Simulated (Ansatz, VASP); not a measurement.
ZnS in VASP and in Ansatz

```
CELL_PARAMETERS angstrom
0.00000 2.68501 2.68501
2.68501 0.00000 2.68501
2.68501 2.68501 0.00000
ATOMIC_POSITIONS crystal
Zn 0.00000 0.00000 0.00000
S 0.75000 0.75000 0.75000
```

Alike in both runs: task single point; functional PBE; k mesh 12 × 12 × 12; occupations gaussian, width 0.05 eV; no spin polarisation.

|  | VASP | Ansatz |
| --- | --- | --- |
| version | VASP 6.6.1 | Ansatz 0.2.0 |
| potentials or method | VASP PAW PBE potentials, release 64 (Zn, S), cutoff 520 eV | scalar-relativistic, plane waves, PAW |
| valence electrons in the cell | 18 | 18 |

|  | VASP | Ansatz | Ansatz less VASP |
| --- | --- | --- | --- |
| gap on the k mesh at the Fermi level (eV) | 2.20 | 2.19 | -0.006 |
| least direct gap on the mesh (eV) | 2.20 | 2.19 | -0.006 |
| pressure (GPa) | 3.3 | 3.1 | -0.18 |

The functional is the same, so the differences come from potentials, cutoffs and numerics.
